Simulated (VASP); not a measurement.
Write the native input for VASP 6.6.1 that does the following.

- Task: single point
- Functional: PBE
- Potentials or basis: VASP PAW PBE potentials, release 64 (Ta_pv, Rh_pv, N)
- Cutoff: 520 eV
- k mesh: 6 × 6 × 4
- Occupations: gaussian, width 0.1 eV
- Spin: collinear spin, ferromagnetic start
- Starting moments: [0.0, 1.0, 0.0, 0.0] μB
- Dipole correction: no
- Further INCAR settings: ALGO = Normal; EDIFF = 1e-06; NBANDS = 30

The structure of TaRhN2 lies in POSCAR:

```
TaRhN2
1.0
    3.0889570200      0.0000000000      0.0000000000
    0.0000000000      3.0889570200      0.0000000000
    0.0000000000      0.0000000000      4.3684449100
Ta Rh N
1 1 2
Direct
    0.0000000000      0.0000000000      0.0000000000
    0.5000000000      0.5000000000      0.5000000000
    0.0000000000      0.0000000000      0.5000000000
    0.5000000000      0.5000000000      0.0000000000
```

These files were run (other wordings do the same):

INCAR

```
SYSTEM = TaRhN2
ALGO     = Normal         ! electronic algorithm
EDIFF    = 1E-6           ! SCF threshold, eV
ENCUT    = 520            ! plane-wave cutoff, eV
GGA      = PE             ! functional
ISIF     = 2              ! what is computed and relaxed
ISMEAR   = 0              ! smearing method
ISPIN    = 2              ! spin polarisation
LASPH    = .True.         ! aspherical terms in the spheres
LCHARG   = .False.        ! write CHGCAR
LMAXMIX  = 4              ! l up to which the mixer works
LORBIT   = 11             ! projections on sites
LREAL    = .False.        ! projectors in reciprocal space
LWAVE    = .False.        ! write WAVECAR
MAGMOM   = 0 1 0 0        ! initial moments
NBANDS   = 30             ! bands
NELM     = 150            ! most SCF steps
PREC     = Accurate       ! precision mode
SIGMA    = 0.1            ! smearing width, eV
```

KPOINTS

```
k-points
0
Gamma
  6 6 4
  0 0 0
```

Potentials or basis: VASP PAW PBE potentials, release 64 (Ta_pv, Rh_pv, N).

Command:

```console
$ cat potpaw_PBE.64/Ta_pv/POTCAR potpaw_PBE.64/Rh_pv/POTCAR potpaw_PBE.64/N/POTCAR > POTCAR
$ mpirun -np 1 vasp_std > vasp.out
```

Results of the run:

The pressure is 5.4 GPa and the band gap on the k mesh is zero (filled and empty bands overlap). The net moment is 0.00 μB per cell. The valence electrons inside the program's atomic spheres are Ta 8.78; Rh 13.84; N 3.67, 3.73.

Caveat: the stress differs along the axes, from -3 to 10 GPa; spin-orbit coupling is left out, which moves the levels of the heavy elements.

It took 110 s on 1 thread of Oxide Virtual Turin-like Processor (shared host), peak memory 0.17 GiB.
